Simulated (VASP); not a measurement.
# WSe2 (P-3m1) in VASP: notebook

WSe2 is run at these levels: PBE, PBE+D3(BJ); tasks: single point.

All numbers are computed with VASP 6.6.1; they aren't measurements. Logs are shortened: lines on timing, memory, paths and dates and some standing lists are left out, and cuts for length are marked.

**1. The cell of the first run**

Symmetry: P-3m1, No. 164, trigonal system. The conventional cell has a = 3.315 Å, b = 3.315 Å, c = 6.519 Å, α = 90.00°, β = 90.00°, γ = 120.00°. Within 3.4 Å of W (site symmetry -3m) lie 6 Se at 2.54 Å and 6 W at 3.32 Å. Se (site symmetry 3m) has 3 W at 2.54 Å and 6 Se at 3.32 Å within 3.4 Å.

**2. Single point, PBE**

The input, INCAR:

```
SYSTEM = WSe2
PREC = Accurate ; ENCUT = 520
EDIFF = 1E-6 ; ISMEAR = -1
SIGMA = 0.02 ; LREAL = .FALSE.
LASPH = .TRUE. ; NELM = 60
ALGO = Normal ; ISIF = 2
LWAVE = .FALSE. ; LCHARG = .TRUE.
GGA = PE ; LELF = .TRUE.
LVHAR = .TRUE. ; NBANDS = 20
```

The input, KPOINTS:

```
regular mesh
0
G
  6 6 4
  0 0 0
```

The input, POSCAR:

```
WSe2
1.0
    3.3153441874      0.0000000000      0.0000000000
   -1.6576720937      2.8711722886      0.0000000000
    0.0000000000      0.0000000000      6.5191986732
W Se
1 2
Direct
    0.0000000000      0.0000000000      0.0000000000
    0.3333333333      0.6666666667      0.2571683820
    0.6666666667      0.3333333333      0.7428316180
```

Potentials or basis: VASP PAW PBE potentials, release 64 (W_sv, Se).

Started as:

```bash
$ cat potpaw_PBE.64/W_sv/POTCAR potpaw_PBE.64/Se/POTCAR > POTCAR
$ mpirun -np 1 vasp_std > vasp.out
```

OUTCAR:

```text
SYSTEM = WSe2
   PREC = Accurate
   ENCUT = 520
   EDIFF = 1E-6
   ISMEAR = -1
   LREAL = .FALSE.
   LASPH = .TRUE.
   NELM = 60
   ISIF = 2
   GGA = PE

 ion  position               nearest neighbor table
   1  0.000  0.000  0.000-   2 2.54   3 2.54   3 2.54   2 2.54   3 2.54   2 2.54
   2  0.333  0.667  0.257-   1 2.54   1 2.54   1 2.54
   3  0.667  0.333  0.743-   1 2.54   1 2.54   1 2.54

  LATTYP: Found a hexagonal cell.
 ALAT       =     3.3153441874
 C/A-ratio  =     1.9663716057

  Lattice vectors:

 A1 = (   3.3153441874,   0.0000000000,   0.0000000000)
 A2 = (  -1.6576720937,   2.8711722886,   0.0000000000)
 A3 = (   0.0000000000,   0.0000000000,   6.5191986732)

Analysis of symmetry for initial positions (statically):
=====================================================================
 Subroutine PRICEL returns:
 Original cell was already a primitive cell.

 Routine SETGRP: Setting up the symmetry group for a
 hexagonal supercell.

 Subroutine GETGRP returns: Found 12 space group operations
 (whereof 12 operations were pure point group operations)
 out of a pool of 24 trial point group operations.

The static configuration has the point symmetry D_3d.

Analysis of symmetry for dynamics (positions and initial velocities):
=====================================================================
 Subroutine PRICEL returns:
 Original cell was already a primitive cell.

 Routine SETGRP: Setting up the symmetry group for a
 hexagonal supercell.

 Subroutine GETGRP returns: Found 12 space group operations
 (whereof 12 operations were pure point group operations)
 out of a pool of 24 trial point group operations.

The dynamic configuration has the point symmetry D_3d.

 Subroutine INISYM returns: Found 12 space group operations
 (whereof 12 operations are pure point group operations),
 and found     1 'primitive' translations

----------------------------------------------------------------------------------------

                                     Primitive cell

  volume of cell :      62.0558

  direct lattice vectors                    reciprocal lattice vectors
     3.315344187  0.000000000  0.000000000     0.301627808  0.174144896  0.000000000
    -1.657672094  2.871172289  0.000000000     0.000000000  0.348289792  0.000000000
     0.000000000  0.000000000  6.519198673     0.000000000  0.000000000  0.153393086

  length of vectors
[... 81 lines left out ...]
   ENCUT  =  520.0 eV  38.22 Ry    6.18 a.u.   6.16  6.16 12.12*2*pi/ulx,y,z
   NELM   =     60;   NELMIN=  2; NELMDL= -5     # of ELM steps
   EDIFF  = 0.1E-05   stopping-criterion for ELM
   LREAL  =      F    real-space projection
   EDIFFG = 0.1E-04   stopping-criterion for IOM
   NSW    =      0    number of steps for IOM
   IBRION =     -1    ionic relax: 0-MD 1-quasi-New 2-CG
   NFREE  =      0    steps in history (QN), initial steepest desc. (CG)
   ISIF   =      2    stress and relaxation
   ISYM   =      2    0-nonsym 1-usesym 2-fastsym
   POTIM  = 0.5000    time-step for ionic-motion
   TEBEG  =    0.0;   TEEND  =   0.0 temperature during run
   PSTRESS=    0.0 pullay stress
   NELECT =      26.0000    total number of electrons
   NUPDOWN=      -1.0000    fix difference up-down
   EMIN   =  10.00;   EMAX   =-10.00  energy-range for DOS
   EFERMI =   0.00;   METHOD = LEGACY
   ISMEAR =    -1;   SIGMA  =   0.02  broadening in eV -4-tet -1-fermi 0-gaus
   EFERMI_NEDOS =   21; number of points for ismear=-14 and -15
   IALGO  =     38    algorithm
   IMIX   =      4    mixing-type and parameters
     AMIX     =   0.40;   BMIX     =  1.00
     AMIX_MAG =   1.60;   BMIX_MAG =  1.00
  volume/ion in A,a.u.               =      20.69       139.59
  Fermi-wavevector in a.u.,A,eV,Ry     =   1.225007  2.314928 20.417477  1.500642
  Thomas-Fermi vector in A             =   2.360061
   LORBIT       =      0    0 simple, 1 ext, 2 COOP (PROOUT), +10 PAW based schemes
   GGA     = PE    functional components
   LHFCALC =     F    Hartree Fock is set to
   AEXX    =    0.0000 exact exchange contribution
   IVDW    =     0    specifies the selected vdW correction
   LEPSILON=     F    determine dielectric tensor
   LRPA    =     F    only Hartree local field effects (RPA)
 non-spin polarized calculation
  energy-cutoff  :      520.00
  volume of cell :       62.06
 maximum number of plane-waves:      1698
 NGX is ok and might be reduce to    28
   NGX = 13   NGY = 13   NGZ = 25

 number of electron      26.0000001 magnetization

 Free energy of the ion-electron system (eV)
  ---------------------------------------------------
  ext. energy  EPLUGINS =         0.00000000
  ---------------------------------------------------
  free energy    TOTEN  =       -20.82342149 eV

  energy without entropy =      -20.82156859  energy(sigma->0) =      -20.82249504

 E-fermi :   6.5474     XC(G=0): -10.6498

 val. band max:        6.5305785564   @ k =   0.0000   0.0000   0.5000
 cond. band min:       6.5863416553   @ k =   0.1667   0.0000   0.0000
 fundamental gap:      0.0557630989
 Fermi energy:         6.5474197398

 k-point     1 :       0.0000    0.0000    0.0000
  band No.  band energies     occupation
      1     -68.3083      2.00000
      2     -32.4812      2.00000
      3     -32.4812      2.00000
      4     -32.4591      2.00000
      5      -9.0734      2.00000
      6      -7.6051      2.00000
[... 541 lines left out ...]
     19      13.4347      0.00000
     20      13.5448      0.00000

------------------------ aborting loop because EDIFF is reached ----------------------------------------

  FORCE on cell =-STRESS in cart. coord.  units (eV):
  Direction    XX          YY          ZZ          XY          YZ          ZX
  --------------------------------------------------------------------------------------
  -------------------------------------------------------------------------------------
  Total        0.9476524      0.9476524      2.1881025      0.0000000      0.0000000      0.0000000
  in kB       24.4668214     24.4668214     56.4931975      0.0000000      0.0000000      0.0000000
  external PRESSURE =      35.1422801 kB  Pullay stress =       0.0000000 kB

 VOLUME and BASIS-vectors are now :
 -----------------------------------------------------------------------------
  energy-cutoff  :      520.00
  volume of cell :       62.06
      direct lattice vectors                 reciprocal lattice vectors
     3.315344187  0.000000000  0.000000000     0.301627808  0.174144896  0.000000000
    -1.657672094  2.871172289  0.000000000     0.000000000  0.348289792  0.000000000
     0.000000000  0.000000000  6.519198673     0.000000000  0.000000000  0.153393086

 POSITION                                       TOTAL-FORCE (eV/Angst)
 -----------------------------------------------------------------------------------
      0.00000      0.00000      0.00000        -0.000000      0.000000      0.000000
     -0.00000      1.91411      1.67653        -0.000000      0.000000      0.367911
      1.65767      0.95706      4.84267         0.000000     -0.000000     -0.367911
 -----------------------------------------------------------------------------------
    total drift:                               -0.000000     -0.000000     -0.000000

  FREE ENERGIE OF THE ION-ELECTRON SYSTEM (eV)
  ---------------------------------------------------
  free  energy   TOTEN  =       -20.8234214875 eV

  energy  without entropy=      -20.8215685865  energy(sigma->0) =      -20.82249504
```

Run time: 59 s. Hardware: 1 thread of AMD EPYC 7R13, shared host; peak memory 0.17 GiB.

Results:

| Item | Value |
| --- | --- |
| Free energy | -20.8234 eV |
| Pressure | 3.5 GPa |
| Largest force | 0.368 eV/Å |
| Band gap on the k mesh | zero (band 13 reaches 7.29 eV, above the bottom of band 14 at 6.50 eV) |

Forces on the atoms (eV/Å):
```
W    0.000  0.000  0.000
Se   0.000  0.000  0.368
Se   0.000  0.000 -0.368
```

Stress tensor (GPa, compression positive):
```
2.45 0.00 0.00
0.00 2.45 0.00
0.00 0.00 5.65
```

Caveat: the k points lie up to 0.36 Å⁻¹ apart; spin-orbit coupling is left out, which moves the levels of the heavy elements; this functional lacks dispersion, which binds the layers, so the pressure and a relaxed spacing across them are unreliable.

**3. Single point, PBE**

The input, INCAR:

```
  PREC = Accurate
  ENCUT = 500
  EDIFF = 1E-6
  ISMEAR = -1
  SIGMA = 0.02
  LREAL = F
  LASPH = T
  NELM = 120
  ALGO = Normal
  ISIF = 2
  LWAVE = F
  LCHARG = F
  GGA = PE
  NBANDS = 20
  GGA_COMPAT = F
```

The input, KPOINTS:

```
Automatic mesh
0
Gamma
  2 2 2
```

POSCAR is that of step 2.

Potentials or basis: VASP PAW PBE potentials, release 64 (W_sv, Se).

Started as:

```bash
$ cat potpaw_PBE.64/W_sv/POTCAR potpaw_PBE.64/Se/POTCAR > POTCAR
$ mpirun -np 1 vasp_std > vasp.out
```

Run time: 12 s. Hardware: 1 thread of Intel Xeon 6975P-C, shared host; peak memory 0.16 GiB.

Results (log left out):

```yaml
Free_energy: -19.8372 eV
Pressure: 4.1 GPa
Largest_force: 0.419 eV/Å
Band_gap_on_the_k_mesh: 0.08 eV, direct
```

Forces in eV/Å, atoms in the order of the input:
```
W    0.000  0.000  0.000
Se   0.000  0.000  0.419
Se   0.000  0.000 -0.419
```

Stress tensor (GPa, compression positive):
```
 1.02  0.00  0.00
 0.00  1.02  0.00
 0.00  0.00 10.22
```

Levels at points of the mesh, in eV from the valence-band top:
```csv
k point,band 11,band 12,band 13,band 14,band 15,band 16
"(0.00, 0.00, 0.00)",-1.13,-0.29,-0.29,0.21,0.21,3.58
"(0.50, 0.00, 0.00)",-3.45,-1.63,-1.61,1.84,2.27,3.28
"(0.00, 0.00, 0.50)",-0.30,-0.30,0.00,0.08,0.08,3.84
"(0.50, 0.00, 0.50)",-2.39,-2.05,-1.37,1.84,2.46,3.63
```

Caveat: the k points lie up to 1.09 Å⁻¹ apart; spin-orbit coupling is left out, which moves the levels of the heavy elements; this functional lacks dispersion, which binds the layers, so the pressure and a relaxed spacing across them are unreliable. A k mesh can miss the band edges.

**4. Single point, PBE+D3(BJ)**

The input, INCAR:

```
ALGO = Normal ; EDIFF = 1E-6
ENCUT = 500 ; GGA = PE
GGA_COMPAT = False ; ISIF = 2
ISMEAR = -1 ; IVDW = 12
LASPH = True ; LCHARG = False
LREAL = False ; LWAVE = False
NBANDS = 20 ; NELM = 120
PREC = Accurate ; SIGMA = 0.02
```

The input, KPOINTS:

```
k-points
0
Gamma
  6 6 4
```

POSCAR is that of step 3.

Started as:

```bash
$ cat potpaw_PBE.64/W_sv/POTCAR potpaw_PBE.64/Se/POTCAR > POTCAR
$ mpirun -np 1 vasp_std > vasp.out
```

Wall time 22 s (1 thread of Intel Xeon 6975P-C, shared host); peak memory 0.19 GiB.

It converged, with:

```
Free energy                : -22.1921 eV
Pressure                   : -0.1 GPa
Largest force              : 0.374 eV/Å
Band gap on the k mesh     : zero (band 13 reaches 7.29 eV, above the bottom of band 14 at 6.50 eV)
Dispersion energy per atom : -0.456 eV
```

Forces on the atoms (eV/Å):
```
W    0.000  0.000  0.000
Se   0.000  0.000  0.374
Se   0.000  0.000 -0.374
```

Stress tensor (GPa, compression positive):
```
-1.13  0.00  0.00
 0.00 -1.13  0.00
 0.00  0.00  1.94
```

Levels at points of the mesh, in eV from the Fermi level:
```tsv
k point	band 11	band 12	band 13	band 14	band 15	band 16
(0.00, 0.00, 0.00)	-1.53	-0.75	-0.75	0.11	0.11	3.34
(0.50, 0.00, 0.00)	-3.66	-1.98	-1.74	1.34	1.82	2.92
(0.00, 0.00, 0.50)	-0.76	-0.76	-0.42	-0.02	-0.02	3.60
(0.50, 0.00, 0.50)	-2.59	-2.42	-1.48	1.34	1.96	3.31
```

Caveat: the k points lie up to 0.36 Å⁻¹ apart; spin-orbit coupling is left out, which moves the levels of the heavy elements.

**5. Single point, PBE**

The input, INCAR:

```
  PREC = Accurate
  ENCUT = 500
  EDIFF = 1E-6
  ISMEAR = -1
  SIGMA = 0.02
  LREAL = False
  LASPH = True
  NELM = 120
  ALGO = Normal
  ISIF = 2
  LWAVE = False
  LCHARG = False
  GGA = PE
  NBANDS = 20
  GGA_COMPAT = False
```

The input, KPOINTS:

```
Automatic mesh
0
Gamma
  6 6 4
```

POSCAR is that of step 4.

Started as:

```bash
$ cat potpaw_PBE.64/W_sv/POTCAR potpaw_PBE.64/Se/POTCAR > POTCAR
$ mpirun -np 1 vasp_std > vasp.out
```

Run time: 20 s. Hardware: 1 thread of Intel Xeon 6975P-C, shared host; peak memory 0.18 GiB.

It converged, with:

```
Free energy            : -20.8233 eV
Pressure               : 3.5 GPa
Largest force          : 0.368 eV/Å
Band gap on the k mesh : zero (band 13 reaches 7.29 eV, above the bottom of band 14 at 6.50 eV)
```

Forces in eV/Å, atoms in the order of the input:
```
W    0.000  0.000  0.000
Se   0.000  0.000  0.368
Se   0.000  0.000 -0.368
```

Stress tensor (GPa, compression positive):
```
2.44 0.00 0.00
0.00 2.44 0.00
0.00 0.00 5.65
```

Levels at points of the mesh, in eV from the Fermi level:
| k point | band 9 | band 10 | band 11 | band 12 | band 13 | band 14 | band 15 | band 16 | band 17 | band 18 |
| --- | --- | --- | --- | --- | --- | --- | --- | --- | --- | --- |
| (0.00, 0.00, 0.00) | -3.59 | -1.86 | -1.53 | -0.75 | -0.75 | 0.11 | 0.11 | 3.34 | 3.34 | 4.61 |
| (0.50, 0.00, 0.00) | -4.89 | -3.81 | -3.66 | -1.98 | -1.74 | 1.34 | 1.82 | 2.92 | 3.86 | 4.87 |
| (0.00, 0.00, 0.50) | -3.57 | -3.57 | -0.76 | -0.76 | -0.42 | -0.02 | -0.02 | 3.60 | 3.60 | 5.72 |
| (0.50, 0.00, 0.50) | -4.92 | -3.90 | -2.59 | -2.42 | -1.48 | 1.34 | 1.96 | 3.31 | 3.61 | 3.97 |

Caveat: the k points lie up to 0.36 Å⁻¹ apart; spin-orbit coupling is left out, which moves the levels of the heavy elements; this functional lacks dispersion, which binds the layers, so the pressure and a relaxed spacing across them are unreliable.

**6. Summary**

| level | k mesh | cutoff (eV) | gap on the mesh (eV) | pressure (GPa) | largest force (eV/Å) |
| --- | --- | --- | --- | --- | --- |
| PBE | 6 × 6 × 4 | 520 | none | 3.5 | 0.37 |
| PBE | 2 × 2 × 2 | 500 | 0.08 | 4.1 | 0.42 |
| PBE+D3(BJ) | 6 × 6 × 4 | 500 | none | -0.1 | 0.37 |
| PBE | 6 × 6 × 4 | 500 | none | 3.5 | 0.37 |

Alike in all rows: task single point; potentials or basis VASP PAW PBE potentials, release 64 (W_sv, Se); no spin polarisation; cell as given; smearing fermi-dirac 0.02 eV.

Caveats: all runs use coarse meshes; spin-orbit coupling is left out, which moves the levels of the heavy elements; this functional lacks dispersion, which binds the layers, so the pressure and a relaxed spacing across them are unreliable (some runs).

Total energies depend on the potentials used, so only differences within one code and one set of settings carry meaning.
